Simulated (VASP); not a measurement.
Nb2O:

```
Nb O
1.0
     4.46015    0.00000    0.00000
     0.00000    4.46015    0.00000
     0.00000    0.00000    4.46015
Nb O
4 2
Direct
  0.25000 0.25000 0.25000
  0.25000 0.75000 0.75000
  0.75000 0.75000 0.25000
  0.75000 0.25000 0.75000
  0.00000 0.00000 0.00000
  0.50000 0.50000 0.50000
```

| Item | Value |
| --- | --- |
| Program | VASP 6.6.1 |
| Task | relaxation of cell and atoms |
| Functional | PBE |
| Potentials or basis | VASP PAW PBE potentials, release 64 (Nb_sv, O) |
| Cutoff | 600 eV |
| k mesh | 4 × 4 × 4 |
| Occupations | gaussian, width 0.1 eV |
| Spin | no spin polarisation |

At the start: pressure 20.4 GPa; volume 14.79 Å³/atom.

How do energy, volume and symmetry change on relaxing?

Over 4 steps the energy falls by 81.4 meV/atom and the volume is 16.18 Å³/atom (+9.4 %); space group Pn-3m (No. 224, to 0.05 Å).

The path:
```csv
step,energy change (eV),largest force (eV/Å),pressure (GPa),volume (Å³)
1,0.0000,0.0000,20.45,88.73
2,0.9844,0.0000,-22.18,115.24
3,-0.4869,0.0000,-0.92,97.50
4,-0.4882,0.0000,-0.11,97.07
```

Final structure:
```xyz
6
Lattice="4.5958 0.0000 0.0000 0.0000 4.5958 0.0000 0.0000 0.0000 4.5958" Properties=species:S:1:pos:R:3 pbc="T T T"
Nb    1.1490    1.1490    1.1490
Nb    1.1490    3.4469    3.4469
Nb    3.4469    3.4469    1.1490
Nb    3.4469    1.1490    3.4469
O     0.0000    0.0000    0.0000
O     2.2979    2.2979    2.2979
```
